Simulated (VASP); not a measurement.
# Ti3Al5 (Cmmm) in VASP: single point with r2SCAN

Aim: the single point of Ti3Al5 with r2SCAN.

All numbers are computed with VASP 6.6.1; they aren't measurements. Logs are shortened: lines on timing, memory, paths and dates and some standing lists are left out, and cuts for length are marked.

### 1 The cell of the first run

Symmetry: Cmmm, No. 65, orthorhombic system. Conventional cell: a = 5.237 Å, b = 5.789 Å, c = 8.325 Å, α = 90.00°, β = 90.00°, γ = 90.00°. Ti (site symmetry mmm) has 4 Ti at 2.62 to 2.89 Å and 8 Al at 2.85 Å within 3.5 Å. Ti (site symmetry mmm) has 12 Al at 2.62 to 2.89 Å within 3.5 Å. Ti (site symmetry mmm) has 4 Ti at 2.62 to 2.89 Å and 8 Al at 2.85 Å within 3.5 Å. Within 3.5 Å of Al (site symmetry 2) lie 6 Al at 2.62 to 2.89 Å and 6 Ti at 2.85 to 2.86 Å. Within 3.5 Å of Al (site symmetry mmm) lie 4 Ti at 2.62 to 2.89 Å and 8 Al at 2.86 Å.

### 2 Single point, r2SCAN (strain -0.1000 x Voigt [0, 0, 0, 0, 0, 1])

File POSCAR:

```
Ti3Al5
1.0
    3.8982868407     -0.1949143420      0.0000000000
   -0.1949143420      3.8982868407      0.0000000000
    0.0000000000      0.0000000000      8.3249320111
Ti Al
3 5
Direct
    0.0000000000      0.0000000000      0.5000000000
    0.5000000000      0.5000000000      0.0000000000
    0.5000000000      0.5000000000      0.5000000000
    0.0000000000      0.5000000000      0.2513308179
    0.0000000000      0.5000000000      0.7486691821
    0.5000000000      0.0000000000      0.2513308179
    0.5000000000      0.0000000000      0.7486691821
    0.0000000000      0.0000000000      0.0000000000
```

File INCAR.step1:

```
ALGO     = Normal         # electronic algorithm
EDIFF    = 1E-4           # SCF threshold, eV
ENCUT    = 520            # plane-wave cutoff, eV
GGA      = PE             # functional
ISMEAR   = 0              # smearing method
LASPH    = True           # aspherical terms in the spheres
LCHARG   = False          # write CHGCAR
LREAL    = False          # projectors in reciprocal space
LWAVE    = True           # write WAVECAR
NBANDS   = 36             # bands
NELM     = 60             # most SCF steps
PREC     = Accurate       # precision mode
SIGMA    = 0.15           # smearing width, eV
```

File INCAR.step2:

```
ALGO     = Normal         # electronic algorithm
EDIFF    = 1E-6           # SCF threshold, eV
ENCUT    = 520            # plane-wave cutoff, eV
ISIF     = 2              # what is computed and relaxed
ISMEAR   = 0              # smearing method
ISTART   = 1            
LASPH    = True           # aspherical terms in the spheres
LCHARG   = False          # write CHGCAR
LMIXTAU  = True         
LREAL    = False          # projectors in reciprocal space
LWAVE    = False          # write WAVECAR
METAGGA  = R2SCAN         # meta-GGA
NBANDS   = 36             # bands
NELM     = 60             # most SCF steps
PREC     = Accurate       # precision mode
SIGMA    = 0.15           # smearing width, eV
```

File KPOINTS:

```
k-points
0
Gamma
  10 10 6
```

Potentials or basis: VASP PAW PBE potentials, release 64 (Ti_sv, Al).

Launch:

```sh
$ cat potpaw_PBE.64/Ti_sv/POTCAR potpaw_PBE.64/Al/POTCAR > POTCAR
$ cp INCAR.step1 INCAR
$ mpirun -np 1 vasp_std > vasp.out
$ cp INCAR.step2 INCAR
$ mpirun -np 1 vasp_std > vasp.out
```

OUTCAR:

```text
EDIFF = 1E-6
   ENCUT = 520
   ISIF = 2
   ISMEAR = 0
   ISTART = 1
   LASPH = True
   LREAL = False
   METAGGA = R2SCAN
   NELM = 60
   PREC = Accurate

 ion  position               nearest neighbor table
   1  0.000  0.000  0.500-   3 2.62   3 2.62   5 2.85   6 2.85   7 2.85   4 2.85   5 2.85   6 2.85
                             7 2.85   4 2.85   3 2.89   3 2.89
   2  0.500  0.500  0.000-   8 2.62   8 2.62   6 2.86   7 2.86   4 2.86   6 2.86   7 2.86   4 2.86
                             5 2.86   5 2.86   8 2.89   8 2.89
   3  0.500  0.500  0.500-   1 2.62   1 2.62   5 2.85   6 2.85   7 2.85   6 2.85   7 2.85   4 2.85
                             5 2.85   4 2.85   1 2.89   1 2.89
   4  0.000  0.500  0.251-   6 2.62   6 2.62   1 2.85   1 2.85   3 2.85   3 2.85   8 2.86   2 2.86
                             8 2.86   2 2.86   6 2.89   6 2.89
   5  0.000  0.500  0.749-   7 2.62   7 2.62   1 2.85   1 2.85   3 2.85   3 2.85   8 2.86   2 2.86
                             8 2.86   2 2.86   7 2.89   7 2.89
   6  0.500  0.000  0.251-   4 2.62   4 2.62   1 2.85   3 2.85   1 2.85   3 2.85   2 2.86   8 2.86
                             8 2.86   2 2.86   4 2.89   4 2.89
   7  0.500  0.000  0.749-   5 2.62   5 2.62   1 2.85   3 2.85   1 2.85   3 2.85   2 2.86   8 2.86
                             8 2.86   2 2.86   5 2.89   5 2.89
   8  0.000  0.000  0.000-   2 2.62   2 2.62   5 2.86   6 2.86   7 2.86   4 2.86   5 2.86   6 2.86
                             7 2.86   4 2.86   2 2.89   2 2.89

  LATTYP: Found a base centered orthorhombic cell.
 ALAT       =     5.2373596142
 B/A-ratio  =     1.1052631579
 C/A-ratio  =     1.5895284312

  Lattice vectors:

 A1 = (   3.8982868407,  -0.1949143420,   0.0000000000)
 A2 = (  -0.1949143420,   3.8982868407,   0.0000000000)
 A3 = (   0.0000000000,   0.0000000000,   8.3249320111)

Analysis of symmetry for initial positions (statically):
=====================================================================
 Subroutine PRICEL returns:
 Original cell was already a primitive cell.

 Routine SETGRP: Setting up the symmetry group for a
 base centered orthorhombic supercell.

 Subroutine GETGRP returns: Found  8 space group operations
 (whereof  8 operations were pure point group operations)
 out of a pool of  8 trial point group operations.

The static configuration has the point symmetry D_2h.

Analysis of symmetry for dynamics (positions and initial velocities):
=====================================================================
 Subroutine PRICEL returns:
 Original cell was already a primitive cell.

 Routine SETGRP: Setting up the symmetry group for a
 base centered orthorhombic supercell.

 Subroutine GETGRP returns: Found  8 space group operations
 (whereof  8 operations were pure point group operations)
 out of a pool of  8 trial point group operations.

The dynamic configuration has the point symmetry D_2h.

 Subroutine INISYM returns: Found  8 space group operations
 (whereof  8 operations are pure point group operations),
 and found     1 'primitive' translations

----------------------------------------------------------------------------------------

                                     Primitive cell

  volume of cell :     126.1947

  direct lattice vectors                    reciprocal lattice vectors
     3.898286841 -0.194914342  0.000000000     0.257165854  0.012858293  0.000000000
    -0.194914342  3.898286841  0.000000000     0.012858293  0.257165854  0.000000000
     0.000000000  0.000000000  8.324932011     0.000000000  0.000000000  0.120121101

  length of vectors
     3.903156658  3.903156658  8.324932011     0.257487111  0.257487111  0.120121101

  position of ions in fractional coordinates (direct lattice)
     0.000000000  0.000000000  0.500000000
     0.500000000  0.500000000  0.000000000
     0.500000000  0.500000000  0.500000000
     0.000000000  0.500000000  0.251330818
     0.000000000  0.500000000  0.748669182
     0.500000000  0.000000000  0.251330818
     0.500000000  0.000000000  0.748669182
     0.000000000  0.000000000  0.000000000

  ion indices of the primitive-cell ions
   primitive index   ion index
                 1           1
                 2           2
                 3           3
                 4           4
                 5           5
                 6           6
                 7           7
                 8           8

----------------------------------------------------------------------------------------

 KPOINTS: k-points

Automatic generation of k-mesh.
 Grid dimensions read from file:
 generate k-points for:   10   10    6

 Generating k-lattice:

  Cartesian coordinates                     Fractional coordinates (reciprocal lattice)
     0.025716585  0.001285829  0.000000000     0.100000000  0.000000000  0.000000000
     0.001285829  0.025716585  0.000000000     0.000000000  0.100000000  0.000000000
     0.000000000  0.000000000  0.020020184     0.000000000  0.000000000  0.166666667

  Length of vectors
     0.025748711  0.025748711  0.020020184

  Shift w.r.t. Gamma in fractional coordinates (k-lattice)
     0.000000000  0.000000000  0.000000000

 Subroutine IBZKPT returns following result:
 ===========================================

 Found    124 irreducible k-points:

 Following reciprocal coordinates:
            Coordinates               Weight
  0.000000  0.000000  0.000000      1.000000
  0.100000  0.000000  0.000000      4.000000
  0.200000  0.000000  0.000000      4.000000
  0.300000  0.000000  0.000000      4.000000
  0.400000  0.000000  0.000000      4.000000
  0.500000  0.000000  0.000000      2.000000
[... 16 lines left out ...]
  0.300000  0.300000  0.000000      2.000000
  0.400000  0.300000  0.000000      4.000000
 [... further k-points ...]
   k-points           NKPTS =    124   k-points in BZ     NKDIM =    124   number of bands    NBANDS=     36
   number of dos      NEDOS =    301   number of ions     NIONS =      8
   total plane-waves  NPLWV =  57600
   dimension x,y,z NGX =    30 NGY =   30 NGZ =   64
   dimension x,y,z NGXF=    60 NGYF=   60 NGZF=  128
   ions per type =               3   5
   NGX,Y,Z   is equivalent  to a cutoff of  12.78, 12.78, 12.78 a.u.
   NGXF,Y,Z  is equivalent  to a cutoff of  25.56, 25.56, 25.56 a.u.
 SYSTEM =  unknown system
   PREC   = accura    normal or accurate (medium, high low for compatibility)
   ISTART =      1    job   : 0-new  1-cont  2-samecut
   ICHARG =      0    charge: 1-file 2-atom 10-const
   ISPIN  =      1    spin polarized calculation?
   LNONCOLLINEAR =      F non collinear calculations
   LSORBIT =      F    spin-orbit coupling
   LASPH  =      T    aspherical Exc in radial PAW
   ENCUT  =  520.0 eV  38.22 Ry    6.18 a.u.   7.26  7.26 15.48*2*pi/ulx,y,z
   NELM   =     60;   NELMIN=  2; NELMDL=  0     # of ELM steps
   EDIFF  = 0.1E-05   stopping-criterion for ELM
   LREAL  =      F    real-space projection
   EDIFFG = 0.1E-04   stopping-criterion for IOM
   NSW    =      0    number of steps for IOM
   IBRION =     -1    ionic relax: 0-MD 1-quasi-New 2-CG
   NFREE  =      0    steps in history (QN), initial steepest desc. (CG)
   ISIF   =      2    stress and relaxation
   ISYM   =      2    0-nonsym 1-usesym 2-fastsym
   POTIM  = 0.5000    time-step for ionic-motion
   TEBEG  =    0.0;   TEEND  =   0.0 temperature during run
   PSTRESS=    0.0 pullay stress
   NELECT =      51.0000    total number of electrons
   NUPDOWN=      -1.0000    fix difference up-down
   EMIN   =  10.00;   EMAX   =-10.00  energy-range for DOS
   EFERMI =   0.00;   METHOD = LEGACY
   ISMEAR =     0;   SIGMA  =   0.15  broadening in eV -4-tet -1-fermi 0-gaus
   EFERMI_NEDOS =   21; number of points for ismear=-14 and -15
   IALGO  =     38    algorithm
   IMIX   =      4    mixing-type and parameters
     AMIX     =   0.40;   BMIX     =  1.00
     AMIX_MAG =   1.60;   BMIX_MAG =  1.00
  volume/ion in A,a.u.               =      15.77       106.45
  Fermi-wavevector in a.u.,A,eV,Ry     =   1.210369  2.287266 19.932445  1.464993
  Thomas-Fermi vector in A             =   2.345918
   LORBIT       =      0    0 simple, 1 ext, 2 COOP (PROOUT), +10 PAW based schemes
   METAGGA = R2SCAN    functional components
   LHFCALC =     F    Hartree Fock is set to
   AEXX    =    0.0000 exact exchange contribution
   IVDW    =     0    specifies the selected vdW correction
   LEPSILON=     F    determine dielectric tensor
   LRPA    =     F    only Hartree local field effects (RPA)
 non-spin polarized calculation
 Gauss-broadening in eV      SIGMA  =   0.15
  energy-cutoff  :      520.00
  volume of cell :      126.19
 maximum number of plane-waves:      3430
 NGX is ok and might be reduce to    30
   NGX = 15   NGY = 15   NGZ = 31

 number of electron      50.9999995 magnetization

 Free energy of the ion-electron system (eV)
  ---------------------------------------------------
  ext. energy  EPLUGINS =         0.00000000
  ---------------------------------------------------
  free energy    TOTEN  =       -75.66270892 eV

  energy without entropy =      -75.60669878  energy(sigma->0) =      -75.63470385

 E-fermi :   8.5806     XC(G=0): -11.7388

 val. band max:        8.5799776032   @ k =   0.5000   0.0000   0.0000
 cond. band min:       8.5808665643   @ k =   0.4000   0.3000   0.0000
 fundamental gap:      0.0008889611
 Fermi energy:         8.5805748790

 k-point     1 :       0.0000    0.0000    0.0000
  band No.  band energies     occupation
      1     -50.4869      2.00000
      2     -50.3887      2.00000
      3     -50.0483      2.00000
      4     -25.8467      2.00000
      5     -25.7873      2.00000
      6     -25.7699      2.00000
[... 28 lines left out ...]
     35      11.5744      0.00000
     36      12.4346      0.00000

 k-point     2 :       0.1000    0.0000    0.0000
  band No.  band energies     occupation
      1     -50.4868      2.00000
      2     -50.3863      2.00000
      3     -50.0506      2.00000
      4     -25.8275      2.00000
      5     -25.7884      2.00000
      6     -25.7682      2.00000
[... 28 lines left out ...]
     35      11.4793      0.00000
     36      12.4444      0.00000

 k-point     3 :       0.2000    0.0000    0.0000
  band No.  band energies     occupation
      1     -50.4866      2.00000
      2     -50.3799      2.00000
      3     -50.0570      2.00000
      4     -25.7915      2.00000
      5     -25.7718      2.00000
      6     -25.7638      2.00000
[... 28 lines left out ...]
     35      11.9914      0.00000
     36      12.0915      0.00000
[... 742 lines left out ...]
 k-point    23 :       0.3000    0.3000    0.0000
  band No.  band energies     occupation
      1     -50.4856      2.00000
      2     -50.3613      2.00000
      3     -50.0745      2.00000
      4     -25.8022      2.00000
      5     -25.7527      2.00000
      6     -25.7414      2.00000
[... 28 lines left out ...]
     35      11.5386      0.00000
     36      11.8138      0.00000

 k-point    24 :       0.4000    0.3000    0.0000
  band No.  band energies     occupation
      1     -50.4853      2.00000
      2     -50.3622      2.00000
      3     -50.0730      2.00000
      4     -25.8051      2.00000
      5     -25.7521      2.00000
      6     -25.7411      2.00000
[... 28 lines left out ...]
     35      11.6659      0.00000
     36      11.6700      0.00000

 [... further k-points ...]
[... 5 lines left out ...]
  --------------------------------------------------------------------------------------
  -------------------------------------------------------------------------------------
  Total        1.7506534      1.7506534     -0.2766755      8.2618055      0.0000000      0.0000000
  in kB       22.2264224     22.2264224     -3.5126922    104.8924834      0.0000000      0.0000000
  external PRESSURE =      13.6467175 kB  Pullay stress =       0.0000000 kB

 VOLUME and BASIS-vectors are now :
 -----------------------------------------------------------------------------
  energy-cutoff  :      520.00
  volume of cell :      126.19
      direct lattice vectors                 reciprocal lattice vectors
     3.898286841 -0.194914342  0.000000000     0.257165854  0.012858293  0.000000000
    -0.194914342  3.898286841  0.000000000     0.012858293  0.257165854  0.000000000
     0.000000000  0.000000000  8.324932011     0.000000000  0.000000000  0.120121101

 POSITION                                       TOTAL-FORCE (eV/Angst)
 -----------------------------------------------------------------------------------
      0.00000      0.00000      4.16247        -0.000000      0.000000      0.000000
      1.85169      1.85169      0.00000        -0.000000      0.000000      0.000000
      1.85169      1.85169      4.16247        -0.000000      0.000000      0.000000
     -0.09746      1.94914      2.09231         0.000000      0.000000     -0.027388
     -0.09746      1.94914      6.23262         0.000000     -0.000000      0.027388
      1.94914     -0.09746      2.09231        -0.000000      0.000000     -0.027388
      1.94914     -0.09746      6.23262         0.000000     -0.000000      0.027388
      0.00000      0.00000      0.00000        -0.000000      0.000000      0.000000
 -----------------------------------------------------------------------------------
    total drift:                               -0.000000      0.000000      0.000000

  FREE ENERGIE OF THE ION-ELECTRON SYSTEM (eV)
  ---------------------------------------------------
  free  energy   TOTEN  =       -75.6627089247 eV

  energy  without entropy=      -75.6066987807  energy(sigma->0) =      -75.63470385
```

Wall time 19 min (1 thread of Intel Xeon 6975P-C (Granite Rapids), shared host); peak memory 0.54 GiB.

Results:

```
Free energy            : -75.6627 eV
Pressure               : 1.4 GPa
Largest force          : 0.027 eV/Å
Band gap on the k mesh : zero (an odd number of electrons rules out a gap without spin polarisation)
```

Forces in eV/Å, atoms in the order of the input:
```
Ti   0.000  0.000  0.000
Ti   0.000  0.000  0.000
Ti   0.000  0.000  0.000
Al   0.000  0.000 -0.027
Al   0.000  0.000  0.027
Al   0.000  0.000 -0.027
Al   0.000  0.000  0.027
Al   0.000  0.000  0.000
```

Caveat: the cell differs from its parent crystal (strain -0.1000 x Voigt [0, 0, 0, 0, 0, 1]); the PAW data sets were made with another functional, which shifts forces and pressure a little.
